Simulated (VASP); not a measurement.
Here is a VASP 6.6.1 calculation.

Contents of INCAR:

```
SYSTEM = CdCo3B
PREC = Accurate
ENCUT = 520
EDIFF = 1E-6
ISMEAR = 0
SIGMA = 0.1
LREAL = .False.
LASPH = .True.
NELM = 150
ALGO = Normal
ISIF = 2
LWAVE = .False.
LCHARG = .False.
ISPIN = 2
MAGMOM = 0 0 0.5 0.5 0.5
LORBIT = 11
LMAXMIX = 4
GGA = PE
NBANDS = 33
```

Contents of KPOINTS:

```
regular mesh
0
Gamma
  10 10 10
  0 0 0
```

Contents of POSCAR:

```
CdCo3B
1.0
    3.8875643758      0.0000000000      0.0000000000
    0.0000000000      3.8875643758      0.0000000000
    0.0000000000      0.0000000000      3.8875643758
Cd B Co
1 1 3
Direct
    0.0000000000      0.0000000000      0.0000000000
    0.5000000000      0.5000000000      0.5000000000
    0.5000000000      0.5000000000      0.0000000000
    0.5000000000      0.0000000000      0.5000000000
    0.0000000000      0.5000000000      0.5000000000
```

Potentials or basis: VASP PAW PBE potentials, release 64 (Cd, B, Co).

Launch:

```console
$ cat potpaw_PBE.64/Cd/POTCAR potpaw_PBE.64/B/POTCAR potpaw_PBE.64/Co/POTCAR > POTCAR
$ mpirun -np 1 vasp_std > vasp.out
```

Problem. What does it give for the net moment?

Solution. 2.10 μB per cell.

Problem. Predict the pressure.

Solution. 0.4 GPa.
